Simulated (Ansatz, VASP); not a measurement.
**Ta in VASP and in Ansatz**

File INCAR:

```
SYSTEM = Ta
PREC = Accurate ; ENCUT = 520
EDIFF = 1E-6 ; ISMEAR = 0
SIGMA = 0.15 ; LREAL = .FALSE.
LASPH = .TRUE. ; NELM = 60
ALGO = Normal ; ISIF = 2
LWAVE = .FALSE. ; LCHARG = .FALSE.
GGA = PE ; NBANDS = 12
```

KPOINTS

```
Automatic mesh
0
G
  20 20 20
  0 0 0
```

POSCAR

```
Ta
1.0
   -1.6760492000      1.6760492000      1.6017416000
    1.6760492000     -1.6760492000      1.6017416000
    1.6760492000      1.6760492000     -1.6017416000
Ta
1
Direct
    0.0000000000      0.0000000000      0.0000000000
```

Input for Ansatz:

```yaml
crystal:
  lattice:
    - [-1.6760492, 1.6760492, 1.6017416]
    - [1.6760492, -1.6760492, 1.6017416]
    - [1.6760492, 1.6760492, -1.6017416]
  atoms:
    - { symbol: Ta, position: [0.0, 0.0, 0.0] }
basis:
  ecutwfc: 420
kpoints:
  mp_grid: { grid: [20, 20, 20] }
hamiltonian:
  xc: pbe
scf:
  occupations: { method: gaussian, width: 0.15 }
output:
  forces: true
  stress: true
  eigenvalues: true
```

Change from the starting cell: strain +0.015 along x and y, -0.030 along z, atoms carried along.

Alike in both runs: task single point; functional PBE; k mesh 20 × 20 × 20; occupations gaussian, width 0.15 eV; no spin polarisation.

|  | VASP | Ansatz |
| --- | --- | --- |
| version | VASP 6.6.1 | Ansatz 0.2.0 |
| potentials or method | VASP PAW PBE potentials, release 64 (Ta_pv), cutoff 520 eV | scalar-relativistic, plane waves, PAW |
| valence electrons in the cell | 11 | 13 |

```tsv
	VASP	Ansatz	Ansatz less VASP
gap on the k mesh at the Fermi level (eV)	none	none	-
pressure (GPa)	3.6	3.5	-0.12
traceless stress, the component that is largest in VASP (GPa)	3.37	3.38	+0.012
```

A gap of «none» marks a metal or a gap that the smearing closes. With one functional, cell and mesh, what is left measures potentials, basis and numerics. VASP's potentials hold 11 valence electrons a cell and Ansatz's 13, so a difference there can come from the potentials and not from the codes.

Neither program's run includes spin-orbit coupling.
